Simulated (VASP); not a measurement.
# Ba (Im-3m) in VASP: notebook, part 2 of 2

VASP 6.6.1. Earlier steps stand in the parts before.

## Step 4: Relaxation of cell and atoms, revPBE

This run uses another cell than the first one, of 62.50 Å³/atom.

Contents of INCAR:

```
SYSTEM = Ba
PREC = Accurate
ENCUT = 600
EDIFF = 1E-6
ISMEAR = -1
SIGMA = 0.1
LREAL = .FALSE.
LASPH = .TRUE.
NELM = 80
ALGO = Normal
ISIF = 3
LWAVE = .FALSE.
LCHARG = .FALSE.
GGA = RE
IBRION = 2
NSW = 80
EDIFFG = -0.01
```

Contents of KPOINTS:

```
regular mesh
0
G
  9 9 9
  0 0 0
```

Contents of POSCAR:

```
Ba
1.0
   -2.5000000000      2.5000000000      2.5000000000
    2.5000000000     -2.5000000000      2.5000000000
    2.5000000000      2.5000000000     -2.5000000000
Ba
1
Direct
    0.0000000000      0.0000000000      0.0000000000
```

Potentials or basis: VASP PAW PBE potentials, release 64 (Ba_sv).

Launch:

```bash
$ cat potpaw_PBE.64/Ba_sv/POTCAR > POTCAR
$ mpirun -np 1 vasp_std > vasp.out
```

OUTCAR:

```text
SYSTEM = Ba
   PREC = Accurate
   ENCUT = 600
   EDIFF = 1E-6
   ISMEAR = -1
   LREAL = .FALSE.
   LASPH = .TRUE.
   NELM = 80
   ISIF = 3
   GGA = RE
   IBRION = 2
   NSW = 80
   EDIFFG = -0.01

 ion  position               nearest neighbor table
   1  0.000  0.000  0.000-

  LATTYP: Found a body centered cubic cell.
 ALAT       =     5.0000000000

  Lattice vectors:

 A1 = (  -2.5000000000,   2.5000000000,   2.5000000000)
 A2 = (   2.5000000000,  -2.5000000000,   2.5000000000)
 A3 = (   2.5000000000,   2.5000000000,  -2.5000000000)

Analysis of symmetry for initial positions (statically):
=====================================================================
 Subroutine PRICEL returns:
 Original cell was already a primitive cell.

 Routine SETGRP: Setting up the symmetry group for a
 body centered cubic supercell.

 Subroutine GETGRP returns: Found 48 space group operations
 (whereof 48 operations were pure point group operations)
 out of a pool of 48 trial point group operations.

The static configuration has the point symmetry O_h .

Analysis of symmetry for dynamics (positions and initial velocities):
=====================================================================
 Subroutine PRICEL returns:
 Original cell was already a primitive cell.

 Routine SETGRP: Setting up the symmetry group for a
 body centered cubic supercell.

 Subroutine GETGRP returns: Found 48 space group operations
 (whereof 48 operations were pure point group operations)
 out of a pool of 48 trial point group operations.

The dynamic configuration has the point symmetry O_h .

 Subroutine INISYM returns: Found 48 space group operations
 (whereof 48 operations are pure point group operations),
 and found     1 'primitive' translations

----------------------------------------------------------------------------------------
[... 119 lines left out ...]
   IVDW    =     0    specifies the selected vdW correction
   LEPSILON=     F    determine dielectric tensor
   LRPA    =     F    only Hartree local field effects (RPA)
 conjugate gradient relaxation of ions
 non-spin polarized calculation
  energy-cutoff  :      600.00
  volume of cell :       62.50
 maximum number of plane-waves:      2102
   NGX = 17   NGY = 17   NGZ = 17

--------------------------------------- Ionic step        1  -------------------------------------------

 number of electron      10.0000001 magnetization

 Free energy of the ion-electron system (eV)
  ---------------------------------------------------
  ext. energy  EPLUGINS =         0.00000000
  ---------------------------------------------------
  free energy    TOTEN  =        -1.72735210 eV

  energy without entropy =       -1.68288825  energy(sigma->0) =       -1.70512018

------------------------ aborting loop because EDIFF is reached ----------------------------------------

  FORCE on cell =-STRESS in cart. coord.  units (eV):
  Direction    XX          YY          ZZ          XY          YZ          ZX
  --------------------------------------------------------------------------------------
  -------------------------------------------------------------------------------------
  Total        0.2747053      0.2747053      0.2747053      0.0000000      0.0000000     -0.0000000
  in kB        7.0420245      7.0420245      7.0420245      0.0000000      0.0000000     -0.0000000
  external PRESSURE =       7.0420245 kB  Pullay stress =       0.0000000 kB
[... 92 lines left out ...]
--------------------------------------- Ionic step        4  -------------------------------------------

 number of electron       9.9999999 magnetization

 Free energy of the ion-electron system (eV)
  ---------------------------------------------------
  ext. energy  EPLUGINS =         0.00000000
  ---------------------------------------------------
  free energy    TOTEN  =        -1.73807457 eV

  energy without entropy =       -1.69167349  energy(sigma->0) =       -1.71487403

 E-fermi :   1.5175     XC(G=0):  -7.1011

 val. band max:        1.4214595399   @ k =  -0.4444  -0.4444   0.2222
 cond. band min:       1.5262458344   @ k =  -0.3333  -0.4444   0.1111
 fundamental gap:      0.1047862945
 Fermi energy:         1.5174714957

 k-point     1 :       0.0000    0.0000    0.0000
  band No.  band energies     occupation
      1     -27.5394      2.00000
      2     -12.5340      2.00000
      3     -12.5340      2.00000
      4     -12.5340      2.00000
      5      -1.1998      2.00000
      6       3.2780      0.00000
      7       3.2780      0.00000
      8       3.2780      0.00000
      9       4.5620      0.00000
[... 265 lines left out ...]
 k-point    24 :      -0.4444   -0.4444    0.1111
  band No.  band energies     occupation
      1     -27.5025      2.00000
      2     -12.8559      2.00000
      3     -12.7048      2.00000
      4     -12.5912      2.00000
      5       1.1622      1.94430
      6       2.0187      0.01322
      7       2.4347      0.00021
      8       3.8483      0.00000
      9       5.2072      0.00000

 [... further k-points ...]
[... 5 lines left out ...]
  --------------------------------------------------------------------------------------
  -------------------------------------------------------------------------------------
  Total       -0.0018794     -0.0018794     -0.0018794     -0.0000000     -0.0000000     -0.0000000
  in kB       -0.0444970     -0.0444970     -0.0444970     -0.0000000     -0.0000000     -0.0000000
  external PRESSURE =      -0.0444970 kB  Pullay stress =       0.0000000 kB
[... 16 lines left out ...]
  FREE ENERGIE OF THE ION-ELECTRON SYSTEM (eV)
  ---------------------------------------------------
  free  energy   TOTEN  =        -1.7380745712 eV

  energy  without entropy=       -1.6916734891  energy(sigma->0) =       -1.71487403

 reached required accuracy - stopping structural energy minimisation
```

OSZICAR:

```text
N       E                     dE             d eps       ncg     rms          rms(c)
DAV:   1     0.636638265004E+02    0.63664E+02   -0.47269E+03   630   0.103E+03
DAV:   2     0.823742342402E+00   -0.62840E+02   -0.61084E+02   805   0.157E+02
DAV:   3    -0.167455920491E+01   -0.24983E+01   -0.24908E+01   804   0.378E+01
[... 33 lines left out ...]
DAV:   3    -0.173783022483E+01    0.31768E-02   -0.19767E-02   905   0.962E-01    0.780E-02
DAV:   4    -0.173785582354E+01   -0.25599E-04   -0.95598E-05   665   0.101E-01    0.709E-02
DAV:   5    -0.173807762063E+01   -0.22180E-03   -0.22042E-04   755   0.147E-01    0.158E-02
DAV:   6    -0.173807500208E+01    0.26186E-05   -0.11317E-05   812   0.241E-02    0.103E-02
DAV:   7    -0.173807457121E+01    0.43087E-06   -0.21735E-06   652   0.196E-02
   4 F= -.17380746E+01 E0= -.17148740E+01  d E =-.107225E-01
```

It took 44 s on 1 thread of AMD EPYC 9R45 (Zen 5), shared host; peak memory 0.18 GiB.

What came out:

| Item | Value |
| --- | --- |
| Free energy | -1.7381 eV |
| Relaxed volume | 67.67 Å³/atom |
| Relaxed cell | a = 4.446 Å, b = 4.446 Å, c = 4.446 Å, α = 109.47°, β = 109.47°, γ = 109.47° |
| Space group after relaxing (to 0.1 Å) | Im-3m (No. 229) |
| Energy gained by relaxing | 10.7 meV/atom |
| Ionic steps | 4 |
| Pressure after relaxing | 0.0 GPa |
| Band gap on the k mesh | zero (bands 5 and 6 overlap by 0.76 eV) |

Step by step:
```csv
step,energy change (eV),largest force (eV/Å),pressure (GPa),volume (Å³)
1,0.0000,0.0000,0.70,62.50
2,-0.0081,0.0000,0.34,65.02
3,-0.0103,0.0000,-0.12,68.72
4,-0.0107,0.0000,0.00,67.67
```

Final structure:
```yaml
crystal:
  lattice:
    - [-2.56713, 2.56713, 2.56713]
    - [2.56713, -2.56713, 2.56713]
    - [2.56713, 2.56713, -2.56713]
  atoms:
    - { symbol: Ba, position: [0.00000, 0.00000, 0.00000] }
```

Caveat: the PAW data sets were made with another functional, which shifts forces and pressure a little; spin-orbit coupling is left out, which moves the levels of the heavy elements.

## Step 5: Single point, revPBE (64.42 Å³/atom)

This run uses another cell than the first one, of 64.42 Å³/atom.

Contents of INCAR:

```
ALGO     = Normal         # electronic algorithm
EDIFF    = 1E-6           # SCF threshold, eV
ENCUT    = 520            # plane-wave cutoff, eV
GGA      = RE             # functional
ISIF     = 2              # what is computed and relaxed
ISMEAR   = -1             # smearing method
LASPH    = T              # aspherical terms in the spheres
LCHARG   = F              # write CHGCAR
LREAL    = F              # projectors in reciprocal space
LWAVE    = F              # write WAVECAR
NBANDS   = 11             # bands
NELM     = 60             # most SCF steps
PREC     = Accurate       # precision mode
SIGMA    = 0.1            # smearing width, eV
```

Contents of KPOINTS:

```
k-points
0
Gamma
  14 14 14
```

Contents of POSCAR:

```
Ba
1.0
   -2.5254074148      2.5254074148      2.5254074148
    2.5254074148     -2.5254074148      2.5254074148
    2.5254074148      2.5254074148     -2.5254074148
Ba
1
Direct
    0.0000000000      0.0000000000      0.0000000000
```

Launch:

```bash
$ cat potpaw_PBE.64/Ba_sv/POTCAR > POTCAR
$ mpirun -np 1 vasp_std > vasp.out
```

Run time: 41 s. Hardware: 1 thread of AMD EPYC 9R45 (Zen 5), shared host; peak memory 0.21 GiB.

The run converged. Its results:

| Item | Value |
| --- | --- |
| Free energy | -1.7342 eV |
| Pressure | 0.4 GPa |
| Band gap on the k mesh | zero (bands 5 and 6 overlap by 0.92 eV) |

Levels at points of the mesh, in eV from the Fermi level:
| k point | band 3 | band 4 | band 5 | band 6 | band 7 | band 8 |
| --- | --- | --- | --- | --- | --- | --- |
| (0.00, 0.00, 0.00) | -13.93 | -13.93 | -2.74 | 1.82 | 1.82 | 1.82 |
| (0.50, 0.00, 0.00) | -14.07 | -13.94 | -0.88 | 0.70 | 1.15 | 3.14 |
| (0.50, 0.50, 0.50) | -14.23 | -14.23 | -0.53 | -0.53 | 4.24 | 4.24 |

Caveat: the PAW data sets were made with another functional, which shifts forces and pressure a little; spin-orbit coupling is left out, which moves the levels of the heavy elements.

## Step 6: The runs side by side

| task | cell | k mesh | cutoff (eV) | gap on the mesh (eV) | pressure (GPa) |
| --- | --- | --- | --- | --- | --- |
| single point | a = 4.249 Å, angles 109.5°, 1 atom | 14 × 14 × 14 | 520 | none | 1.3 |
| single point | a = 4.313 Å, angles 109.5°, 1 atom | 14 × 14 × 14 | 520 | none | 0.8 |
| relaxation of cell and atoms | relaxed from a = 4.330 Å, angles 109.5°, 1 atom | 9 × 9 × 9 | 600 | none | 0.0 |
| single point | a = 4.374 Å, angles 109.5°, 1 atom | 14 × 14 × 14 | 520 | none | 0.4 |

Alike in all rows: level revPBE; potentials or basis VASP PAW PBE potentials, release 64 (Ba_sv); no spin polarisation; smearing fermi-dirac 0.1 eV.

Caveats: the PAW data sets were made with another functional, which shifts forces and pressure a little; spin-orbit coupling is left out, which moves the levels of the heavy elements.

Total energies depend on the potentials used, so only differences within one code and one set of settings carry meaning.
